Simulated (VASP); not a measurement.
Write the native input for VASP 6.6.1 that does the following.

```yaml
Task: single point
Functional: LDA
Potentials_or_basis: VASP PAW LDA potentials, release 64 (La)
Cutoff: 520 eV
k_mesh: 15 × 15 × 15
Occupations: fermi-dirac, width 0.08 eV
Spin: no spin polarisation
Dipole_correction: no
Further_INCAR_settings: ALGO = Normal; EDIFF = 1e-06; NBANDS = 12
```

The structure of La lies in POSCAR:

```
La
1.0
   -1.4906333592      1.4906333592      1.4906333592
    1.4906333592     -1.4906333592      1.4906333592
    1.4906333592      1.4906333592     -1.4906333592
La
1
Direct
    0.0000000000      0.0000000000      0.0000000000
```

This cell differs from its parent crystal: volume scaled by 0.4.

The input as run:

INCAR

```
SYSTEM = La
ALGO = Normal
EDIFF = 1E-6
ENCUT = 520
ISIF = 2
ISMEAR = -1
LASPH = .TRUE.
LCHARG = .TRUE.
LELF = .TRUE.
LREAL = .FALSE.
LVHAR = .TRUE.
LWAVE = .FALSE.
NBANDS = 12
NELM = 80
PREC = Accurate
SIGMA = 0.08
```

KPOINTS

```
k-points
0
G
  15 15 15
  0 0 0
```

Potentials or basis: VASP PAW LDA potentials, release 64 (La).

Run with:

```bash
$ cat potpaw_LDA.64/La/POTCAR > POTCAR
$ mpirun -np 1 vasp_std > vasp.out
```

Results of the run:

```yaml
Pressure: 222.6 GPa
```

Wall time 20 s on 1 thread of Intel Xeon 6975P-C (shared host), peak memory 0.15 GiB.
